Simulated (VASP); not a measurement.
Runs of VASP 6.6.1 on Si4Ru. The structure is that of space group Cmmm (No. 65), or close to it. The cells are those of the table. 

```tsv
task	spin	cell	k mesh	cutoff (eV)	gap on the mesh (eV)	pressure (GPa)	largest force (eV/Å)
single point	off	a = 5.311, b = 5.311, c = 2.771 Å, angles 90.0, 90.0, 90.6°, 5 atoms	8 × 8 × 12	520	none	0.0	0.02
single point	collinear, ferromagnetic start	a = 5.133, b = 5.133, c = 2.978 Å, angles 90.0, 90.0, 90.7°, 5 atoms	4 × 4 × 6	520	none	0.0	0.03
single point	off	a = 4.907, b = 4.907, c = 2.990 Å, angles 90.0, 90.0, 93.5°, 5 atoms	4 × 4 × 6	520	none	(a)	15.17
relaxation of cell and atoms	off	relaxed from a = 4.907, b = 4.907, c = 2.990 Å, angles 90.0, 90.0, 93.5°, 5 atoms	4 × 4 × 6	600	none	-0.1	-
single point	off	a = 5.133, b = 5.133, c = 2.978 Å, angles 90.0, 90.0, 89.3°, 5 atoms	4 × 4 × 6	520	none	0.0	0.03
```

Alike in all rows: level PBE; potentials or basis VASP PAW PBE potentials, release 64 (Si, Ru_pv); smearing gaussian 0.1 eV.

Task: Fill in the values left out.

Result: (a) 91.6.

Caveats: forces of over 1 eV/Å act on the atoms, so gaps and moduli don't describe the material at rest (some runs).

A k mesh can miss the band edges, and the runs leave out spin-orbit coupling on Ru.

A gap of «none» marks levels without a gap at the run's occupations.
